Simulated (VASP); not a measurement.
A run of VASP 6.6.1 is set up as follows.

The input INCAR:

```
SYSTEM = PbO2
ALGO = Normal
EDIFF = 1E-6
ENCUT = 520
GGA = PS
ISIF = 2
ISMEAR = 0
LASPH = .True.
LCHARG = .True.
LELF = .True.
LREAL = .False.
LVHAR = .True.
LWAVE = .False.
NBANDS = 20
NELM = 80
PREC = Accurate
SIGMA = 0.1
```

File KPOINTS:

```
k-points
0
Gamma
  14 14 14
  0 0 0
```

File POSCAR:

```
PbO2
1.0
    0.0000000000      2.5530921618      2.5530921618
    2.5530921618      0.0000000000      2.5530921618
    2.5530921618      2.5530921618      0.0000000000
Pb O
1 2
Direct
    0.0000000000      0.0000000000      0.0000000000
    0.2500000000      0.2500000000      0.2500000000
    0.7500000000      0.7500000000      0.7500000000
```

Potentials or basis: VASP PAW PBE potentials, release 64 (Pb_d, O).

Run with:

```bash
$ cat potpaw_PBE.64/Pb_d/POTCAR potpaw_PBE.64/O/POTCAR > POTCAR
$ mpirun -np 1 vasp_std > vasp.out
```

Predict the band gap on the k mesh.

zero (band 13 reaches 7.90 eV, above the bottom of band 14 at 6.50 eV).

Predict the pressure.

27.5 GPa.

Caveat: the PAW data sets were made with another functional, which shifts forces and pressure a little; spin-orbit coupling is left out, which moves the levels of the heavy elements.
